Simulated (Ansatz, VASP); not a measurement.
## Two plane-wave programs on CaSe

File INCAR:

```
  PREC = Accurate
  ENCUT = 520
  EDIFF = 1E-6
  ISMEAR = 0
  SIGMA = 0.05
  LREAL = False
  LASPH = True
  NELM = 60
  ALGO = Normal
  ISIF = 2
  LWAVE = False
  LCHARG = False
  GGA = PE
  NBANDS = 15
```

File KPOINTS:

```
Automatic mesh
0
Gamma
  6 6 6
```

Contents of POSCAR:

```
CaSe
1.0
    0.0000000000      3.5640000000      3.0360000000
    3.5640000000      0.0000000000      3.0360000000
    3.5640000000      3.5640000000      0.0000000000
Ca Se
1 1
Direct
    0.0000000000      0.0000000000      0.0000000000
    0.7500000000      0.7500000000      0.7500000000
```

Input for Ansatz:

```yaml
crystal:
  lattice:
    - [0.0, 3.564, 3.036]
    - [3.564, 0.0, 3.036]
    - [3.564, 3.564, 0.0]
  atoms:
    - { symbol: Ca, position: [0.0, 0.0, 0.0] }
    - { symbol: Se, position: [0.75, 0.75, 0.75] }
basis:
  ecutwfc: 420
kpoints:
  mp_grid: { grid: [6, 6, 6] }
hamiltonian:
  xc: pbe
scf:
  occupations: { method: gaussian, width: 0.05 }
output:
  forces: true
  stress: true
  eigenvalues: true
```

Change from the starting cell: strain +0.080 along x and y, -0.080 along z, atoms carried along.

Alike in both runs: task single point; functional PBE; k mesh 6 × 6 × 6; occupations gaussian, width 0.05 eV; no spin polarisation.

|  | VASP | Ansatz |
| --- | --- | --- |
| version | VASP 6.6.1 | Ansatz 0.2.0 |
| potentials or method | VASP PAW PBE potentials, release 64 (Ca_sv, Se), cutoff 520 eV | scalar-relativistic, plane waves, PAW |
| valence electrons in the cell | 16 | 26 |

VASP gave:

| Quantity | Value |
| --- | --- |
| gap on the k mesh at the Fermi level (eV) | 2.71 |
| least direct gap on the mesh (eV) | 2.80 |
| pressure (GPa) | -2.5 |
| traceless stress, the component that is largest in VASP (GPa) | 0.57 |

Problem. Which values does Ansatz return?

Solution. gap on the k mesh at the Fermi level (eV): 2.71; least direct gap on the mesh (eV): 2.80; pressure (GPa): -2.5; traceless stress, the component that is largest in VASP (GPa): 0.58.

VASP's potentials hold 16 valence electrons a cell and Ansatz's 26, so a difference there can come from the potentials and not from the codes.
